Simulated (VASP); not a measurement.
# SrO (I4mm) in VASP: notebook

The runs below take SrO through single point, with PBE.

Everything below comes from runs of VASP 6.6.1. Logs are shortened: lines on timing, memory, paths and dates and some standing lists are left out, and cuts for length are marked.

**1. The cell of the first run**

The structure is tetragonal, space group I4mm (No. 107). The conventional cell has a = 3.634 Å, b = 3.634 Å, c = 5.140 Å, α = 90.00°, β = 90.00°, γ = 90.00°. Within 2.7 Å of Sr (site symmetry 4mm) lie 5 O at 2.07 to 2.62 Å. O (site symmetry 4mm) has 5 Sr at 2.07 to 2.62 Å within 2.7 Å.

**2. Single point, PBE**

Contents of INCAR:

```
PREC = Accurate
ENCUT = 520
EDIFF = 1E-6
ISMEAR = 0
SIGMA = 0.05
LREAL = F
LASPH = T
NELM = 80
ALGO = Normal
ISIF = 2
LWAVE = F
LCHARG = F
GGA = PE
NBANDS = 15
```

Contents of KPOINTS:

```
Automatic mesh
0
Gamma
  8 8 8
```

Contents of POSCAR:

```
SrO
1.0
    0.0000000000      2.5698000000      2.5698000000
    2.5698000000      0.0000000000      2.5698000000
    2.5698000000      2.5698000000      0.0000000000
Sr O
1 1
Direct
    0.0972838353      0.0972838353     -0.0972838353
    0.5000000000      0.5000000000      0.5000000000
```

Potentials or basis: VASP PAW PBE potentials, release 64 (Sr_sv, O).

On the command line:

```sh
> cat potpaw_PBE.64/Sr_sv/POTCAR potpaw_PBE.64/O/POTCAR > POTCAR
> mpirun -np 1 vasp_std > vasp.out
```

OUTCAR:

```text
PREC = Accurate
   ENCUT = 520
   EDIFF = 1E-6
   ISMEAR = 0
   LREAL = F
   LASPH = T
   NELM = 80
   ISIF = 2
   GGA = PE

 ion  position               nearest neighbor table
   1  0.097  0.097  0.903-   2 2.07   2 2.62   2 2.62   2 2.62   2 2.62   2 3.07
   2  0.500  0.500  0.500-   1 2.07   1 2.62   1 2.62   1 2.62   1 2.62   1 3.07

  LATTYP: Found a face centered cubic cell.
 ALAT       =     5.1396000000

  Lattice vectors:

 A1 = (   0.0000000000,   2.5698000000,   2.5698000000)
 A2 = (   2.5698000000,   0.0000000000,   2.5698000000)
 A3 = (   2.5698000000,   2.5698000000,   0.0000000000)

Analysis of symmetry for initial positions (statically):
=====================================================================
 Subroutine PRICEL returns:
 Original cell was already a primitive cell.

 Routine SETGRP: Setting up the symmetry group for a
 face centered cubic supercell.

 Subroutine GETGRP returns: Found  8 space group operations
 (whereof  8 operations were pure point group operations)
 out of a pool of 48 trial point group operations.

The static configuration has the point symmetry C_4v.

Analysis of symmetry for dynamics (positions and initial velocities):
=====================================================================
 Subroutine PRICEL returns:
 Original cell was already a primitive cell.

 Routine SETGRP: Setting up the symmetry group for a
 face centered cubic supercell.

 Subroutine GETGRP returns: Found  8 space group operations
 (whereof  8 operations were pure point group operations)
 out of a pool of 48 trial point group operations.

The dynamic configuration has the point symmetry C_4v.

 Subroutine INISYM returns: Found  8 space group operations
 (whereof  8 operations are pure point group operations),
 and found     1 'primitive' translations

----------------------------------------------------------------------------------------

                                     Primitive cell

  volume of cell :      33.9413

  direct lattice vectors                    reciprocal lattice vectors
     0.000000000  2.569800000  2.569800000    -0.194567671  0.194567671  0.194567671
     2.569800000  0.000000000  2.569800000     0.194567671 -0.194567671  0.194567671
     2.569800000  2.569800000  0.000000000     0.194567671  0.194567671 -0.194567671

  length of vectors
     3.634246013  3.634246013  3.634246013     0.337001091  0.337001091  0.337001091

  position of ions in fractional coordinates (direct lattice)
     0.097283835  0.097283835  0.902716165
     0.500000000  0.500000000  0.500000000

  ion indices of the primitive-cell ions
   primitive index   ion index
                 1           1
                 2           2

----------------------------------------------------------------------------------------

 KPOINTS: Automatic mesh

Automatic generation of k-mesh.
 Grid dimensions read from file:
 generate k-points for:    8    8    8

 Generating k-lattice:

  Cartesian coordinates                     Fractional coordinates (reciprocal lattice)
    -0.024320959  0.024320959  0.024320959     0.125000000  0.000000000  0.000000000
     0.024320959 -0.024320959  0.024320959     0.000000000  0.125000000  0.000000000
     0.024320959  0.024320959 -0.024320959     0.000000000  0.000000000  0.125000000

  Length of vectors
     0.042125136  0.042125136  0.042125136

  Shift w.r.t. Gamma in fractional coordinates (k-lattice)
     0.000000000  0.000000000  0.000000000

 Subroutine IBZKPT returns following result:
 ===========================================

 Found     59 irreducible k-points:

 Following reciprocal coordinates:
            Coordinates               Weight
  0.000000  0.000000  0.000000      1.000000
  0.125000  0.000000  0.000000      8.000000
  0.250000  0.000000  0.000000      8.000000
  0.375000  0.000000  0.000000      8.000000
  0.500000  0.000000  0.000000      4.000000
  0.125000  0.125000  0.000000      2.000000
[... 16 lines left out ...]
  0.000000  0.375000  0.250000     16.000000
  0.500000  0.250000  0.000000      8.000000
 [... further k-points ...]
   k-points           NKPTS =     59   k-points in BZ     NKDIM =     59   number of bands    NBANDS=     15
   number of dos      NEDOS =    301   number of ions     NIONS =      2
   total plane-waves  NPLWV =  21952
   dimension x,y,z NGX =    28 NGY =   28 NGZ =   28
   dimension x,y,z NGXF=    56 NGYF=   56 NGZF=   56
   ions per type =               1   1
   NGX,Y,Z   is equivalent  to a cutoff of  12.81, 12.81, 12.81 a.u.
   NGXF,Y,Z  is equivalent  to a cutoff of  25.62, 25.62, 25.62 a.u.
 SYSTEM =  unknown system
   PREC   = accura    normal or accurate (medium, high low for compatibility)
   ISTART =      0    job   : 0-new  1-cont  2-samecut
   ICHARG =      2    charge: 1-file 2-atom 10-const
   ISPIN  =      1    spin polarized calculation?
   LNONCOLLINEAR =      F non collinear calculations
   LSORBIT =      F    spin-orbit coupling
   LASPH  =      T    aspherical Exc in radial PAW
   ENCUT  =  520.0 eV  38.22 Ry    6.18 a.u.   6.76  6.76  6.76*2*pi/ulx,y,z
   NELM   =     80;   NELMIN=  2; NELMDL= -5     # of ELM steps
   EDIFF  = 0.1E-05   stopping-criterion for ELM
   LREAL  =      F    real-space projection
   EDIFFG = 0.1E-04   stopping-criterion for IOM
   NSW    =      0    number of steps for IOM
   IBRION =     -1    ionic relax: 0-MD 1-quasi-New 2-CG
   NFREE  =      0    steps in history (QN), initial steepest desc. (CG)
   ISIF   =      2    stress and relaxation
   ISYM   =      2    0-nonsym 1-usesym 2-fastsym
   POTIM  = 0.5000    time-step for ionic-motion
   TEBEG  =    0.0;   TEEND  =   0.0 temperature during run
   PSTRESS=    0.0 pullay stress
   NELECT =      16.0000    total number of electrons
   NUPDOWN=      -1.0000    fix difference up-down
   EMIN   =  10.00;   EMAX   =-10.00  energy-range for DOS
   EFERMI =   0.00;   METHOD = LEGACY
   ISMEAR =     0;   SIGMA  =   0.05  broadening in eV -4-tet -1-fermi 0-gaus
   EFERMI_NEDOS =   21; number of points for ismear=-14 and -15
   IALGO  =     38    algorithm
   IMIX   =      4    mixing-type and parameters
     AMIX     =   0.40;   BMIX     =  1.00
     AMIX_MAG =   1.60;   BMIX_MAG =  1.00
  volume/ion in A,a.u.               =      16.97       114.52
  Fermi-wavevector in a.u.,A,eV,Ry     =   1.274106  2.407711 22.086959  1.623346
  Thomas-Fermi vector in A             =   2.406892
   LORBIT       =      0    0 simple, 1 ext, 2 COOP (PROOUT), +10 PAW based schemes
   GGA     = PE    functional components
   LHFCALC =     F    Hartree Fock is set to
   AEXX    =    0.0000 exact exchange contribution
   IVDW    =     0    specifies the selected vdW correction
   LEPSILON=     F    determine dielectric tensor
   LRPA    =     F    only Hartree local field effects (RPA)
 non-spin polarized calculation
 Gauss-broadening in eV      SIGMA  =   0.05
  energy-cutoff  :      520.00
  volume of cell :       33.94
 maximum number of plane-waves:       941
   NGX = 13   NGY = 13   NGZ = 13

 number of electron      15.9999997 magnetization

 Free energy of the ion-electron system (eV)
  ---------------------------------------------------
  ext. energy  EPLUGINS =         0.00000000
  ---------------------------------------------------
  free energy    TOTEN  =       -11.46865892 eV

  energy without entropy =      -11.46865892  energy(sigma->0) =      -11.46865892

 E-fermi :   2.0101     XC(G=0):  -9.9590

 val. band max:        1.6964692054   @ k =   0.5000   0.1250  -0.3750
 cond. band min:       4.9754888966   @ k =   0.5000   0.5000   0.0000
 fundamental gap:      3.2790196911
 Fermi energy:         2.0101468150

 k-point     1 :       0.0000    0.0000    0.0000
  band No.  band energies     occupation
      1     -30.5468      2.00000
      2     -14.2635      2.00000
      3     -12.1692      2.00000
      4     -12.1692      2.00000
      5     -11.5972      2.00000
      6       0.9803      2.00000
      7       0.9804      2.00000
      8       1.2705      2.00000
      9       5.4925      0.00000
     10       8.0170      0.00000
     11       8.8973      0.00000
     12       8.8973      0.00000
     13      10.1546      0.00000
     14      11.5764      0.00000
     15      14.1780      0.00000

 k-point     2 :       0.1250    0.0000    0.0000
  band No.  band energies     occupation
      1     -30.5250      2.00000
      2     -14.4582      2.00000
      3     -12.2819      2.00000
      4     -12.1866      2.00000
      5     -11.3658      2.00000
      6       0.6313      2.00000
      7       0.9053      2.00000
      8       1.2462      2.00000
      9       6.0737      0.00000
     10       7.9512      0.00000
     11       8.8203      0.00000
     12       8.8469      0.00000
     13      10.7495      0.00000
     14      12.0227      0.00000
     15      15.2050      0.00000

 k-point     3 :       0.2500    0.0000    0.0000
  band No.  band energies     occupation
      1     -30.4720      2.00000
      2     -14.8787      2.00000
      3     -12.3960      2.00000
      4     -12.2281      2.00000
      5     -11.0202      2.00000
      6       0.0594      2.00000
      7       0.7143      2.00000
      8       1.0616      2.00000
      9       7.0804      0.00000
     10       8.1994      0.00000
     11       9.2183      0.00000
     12       9.2415      0.00000
     13      11.7857      0.00000
     14      12.9088      0.00000
     15      17.2428      0.00000

 k-point     4 :       0.3750    0.0000    0.0000
  band No.  band energies     occupation
      1     -30.4180      2.00000
      2     -15.2493      2.00000
      3     -12.4510      2.00000
      4     -12.2688      2.00000
      5     -10.7900      2.00000
      6      -0.3573      2.00000
      7       0.5158      2.00000
      8       0.8176      2.00000
      9       7.5835      0.00000
     10       9.3036      0.00000
     11      10.0742      0.00000
     12      10.1017      0.00000
     13      12.4470      0.00000
     14      13.8309      0.00000
     15      16.8340      0.00000
[... 307 lines left out ...]
 k-point    22 :       0.3750    0.2500    0.0000
  band No.  band energies     occupation
      1     -30.4000      2.00000
      2     -15.1840      2.00000
      3     -12.5015      2.00000
      4     -12.4387      2.00000
      5     -11.0291      2.00000
      6       0.4510      2.00000
      7       1.0889      2.00000
      8       1.1210      2.00000
      9       5.9983      0.00000
     10       8.0387      0.00000
     11      11.1255      0.00000
     12      11.2231      0.00000
     13      11.9036      0.00000
     14      13.1532      0.00000
     15      18.0139      0.00000

 k-point    23 :       0.0000    0.3750    0.2500
  band No.  band energies     occupation
      1     -30.4089      2.00000
      2     -14.8542      2.00000
      3     -12.7817      2.00000
      4     -12.4202      2.00000
      5     -11.1383      2.00000
      6       0.2918      2.00000
      7       0.5427      2.00000
      8       1.4188      2.00000
      9       6.8638      0.00000
     10       8.4382      0.00000
     11       9.9828      0.00000
     12      11.1695      0.00000
     13      12.2126      0.00000
     14      13.1539      0.00000
     15      17.7163      0.00000

 k-point    24 :       0.5000    0.2500    0.0000
  band No.  band energies     occupation
      1     -30.3682      2.00000
      2     -15.2709      2.00000
      3     -12.7116      2.00000
      4     -12.4375      2.00000
      5     -10.9728      2.00000
      6       0.4135      2.00000
      7       0.9279      2.00000
      8       1.1549      2.00000
      9       6.6061      0.00000
     10       8.3029      0.00000
     11      11.0270      0.00000
     12      11.4531      0.00000
     13      12.4728      0.00000
     14      14.4000      0.00000
     15      16.0906      0.00000

 [... further k-points ...]
[... 5 lines left out ...]
  --------------------------------------------------------------------------------------
  -------------------------------------------------------------------------------------
  Total        0.4582086      0.4582086      7.4456885      0.0000000     -0.0000000      0.0000000
  in kB       21.6294708     21.6294708    351.4693620      0.0000000     -0.0000000      0.0000000
  external PRESSURE =     131.5761012 kB  Pullay stress =       0.0000000 kB

 VOLUME and BASIS-vectors are now :
 -----------------------------------------------------------------------------
  energy-cutoff  :      520.00
  volume of cell :       33.94
      direct lattice vectors                 reciprocal lattice vectors
     0.000000000  2.569800000  2.569800000    -0.194567671  0.194567671  0.194567671
     2.569800000  0.000000000  2.569800000     0.194567671 -0.194567671  0.194567671
     2.569800000  2.569800000  0.000000000     0.194567671  0.194567671 -0.194567671

 POSITION                                       TOTAL-FORCE (eV/Angst)
 -----------------------------------------------------------------------------------
      2.56980      2.56980      0.50000         0.000000      0.000000     -3.439562
      2.56980      2.56980      2.56980         0.000000      0.000000      3.439562
 -----------------------------------------------------------------------------------
    total drift:                                0.000000      0.000000      0.000180

  FREE ENERGIE OF THE ION-ELECTRON SYSTEM (eV)
  ---------------------------------------------------
  free  energy   TOTEN  =       -11.4686589189 eV

  energy  without entropy=      -11.4686589189  energy(sigma->0) =      -11.46865892
```

Run time: 30 s. Hardware: 1 thread of Intel Xeon Platinum 8259CL at 2.50GHz (Skylake/Cascade Lake), shared host; peak memory 0.17 GiB.

Results:

```yaml
Free_energy: -11.4687 eV
Pressure: 13.2 GPa
Largest_force: 3.440 eV/Å
Band_gap_on_the_k_mesh: 3.28 eV, indirect (least direct gap 3.29 eV)
```

Forces in eV/Å, atoms in the order of the input:
```
Sr   0.000  0.000 -3.440
O    0.000  0.000  3.440
```

Stress tensor (GPa, compression positive):
```
 2.16  0.00  0.00
 0.00  2.16  0.00
 0.00  0.00 35.15
```

Levels at points of the mesh, in eV from the valence-band top:
```tsv
k point	band 4	band 5	band 6	band 7	band 8	band 9	band 10	band 11	band 12	band 13
(0.00, 0.00, 0.00)	-13.87	-13.29	-0.72	-0.72	-0.43	3.80	6.32	7.20	7.20	8.46
(0.50, 0.00, 0.00)	-13.98	-12.41	-2.20	-1.26	-0.99	6.19	7.83	9.05	9.25	10.78
(0.50, 0.50, 0.00)	-14.28	-13.19	-0.27	-0.27	-0.02	3.28	6.54	9.72	10.36	11.11
(0.00, 0.50, 0.50)	-14.22	-13.20	-1.30	-0.61	-0.09	4.80	7.15	10.44	10.68	11.14
```

Caveat: the cell differs from its parent crystal (all Sr atoms moved -0.500 Å, as atom 1 towards its neighbour atom 2 (O) at 2.570 Å); forces of over 1 eV/Å act on the atoms, so gaps and moduli don't describe the material at rest. A k mesh can miss the band edges.

**3. Single point, PBE**

Contents of INCAR:

```
  PREC = Accurate
  ENCUT = 520
  EDIFF = 1E-6
  ISMEAR = 0
  SIGMA = 0.05
  LREAL = False
  LASPH = True
  NELM = 80
  ALGO = Normal
  ISIF = 2
  LWAVE = False
  LCHARG = False
  GGA = PE
  NBANDS = 15
```

Contents of KPOINTS:

```
regular mesh
0
Gamma
  8 8 8
```

Edit POSCAR of step 2 so:

```diff
@@ -8,3 +8,3 @@
 Direct
-    0.0972838353      0.0972838353     -0.0972838353
+   -0.0729628765     -0.0729628765      0.0729628765
     0.5000000000      0.5000000000      0.5000000000
```

Potentials or basis: VASP PAW PBE potentials, release 64 (Sr_sv, O).

On the command line:

```sh
> cat potpaw_PBE.64/Sr_sv/POTCAR potpaw_PBE.64/O/POTCAR > POTCAR
> mpirun -np 1 vasp_std > vasp.out
```

Wall time 30 s (1 thread of Intel Xeon Platinum 8259CL at 2.50GHz (Skylake/Cascade Lake), shared host); peak memory 0.17 GiB.

It converged, with:

```yaml
Free_energy: -11.7886 eV
Pressure: 8.3 GPa
Largest_force: 1.816 eV/Å
Band_gap_on_the_k_mesh: 3.34 eV, indirect (least direct gap 3.46 eV)
```

Forces in eV/Å, atoms in the order of the input:
```
Sr   0.000  0.000  1.816
O    0.000  0.000 -1.816
```

Stress tensor (GPa, compression positive):
```
 2.42  0.00  0.00
 0.00  2.42  0.00
 0.00  0.00 19.92
```

Levels at points of the mesh, in eV from the valence-band top:
| k point | band 4 | band 5 | band 6 | band 7 | band 8 | band 9 | band 10 | band 11 | band 12 | band 13 |
| --- | --- | --- | --- | --- | --- | --- | --- | --- | --- | --- |
| (0.00, 0.00, 0.00) | -13.87 | -13.54 | -0.35 | -0.35 | -0.22 | 3.94 | 6.34 | 6.85 | 6.85 | 8.49 |
| (0.50, 0.00, 0.00) | -13.97 | -12.58 | -2.11 | -1.14 | -0.99 | 6.42 | 7.97 | 9.03 | 9.27 | 11.22 |
| (0.50, 0.50, 0.00) | -14.26 | -13.65 | -0.15 | -0.12 | -0.12 | 3.34 | 7.19 | 9.87 | 10.35 | 11.18 |
| (0.00, 0.50, 0.50) | -14.23 | -13.57 | -0.79 | -0.47 | -0.05 | 4.28 | 7.49 | 10.51 | 10.52 | 11.19 |

Caveat: the cell differs from its parent crystal (all Sr atoms moved +0.375 Å, as atom 1 towards its neighbour atom 2 (O) at 2.570 Å); forces of over 1 eV/Å act on the atoms, so gaps and moduli don't describe the material at rest.
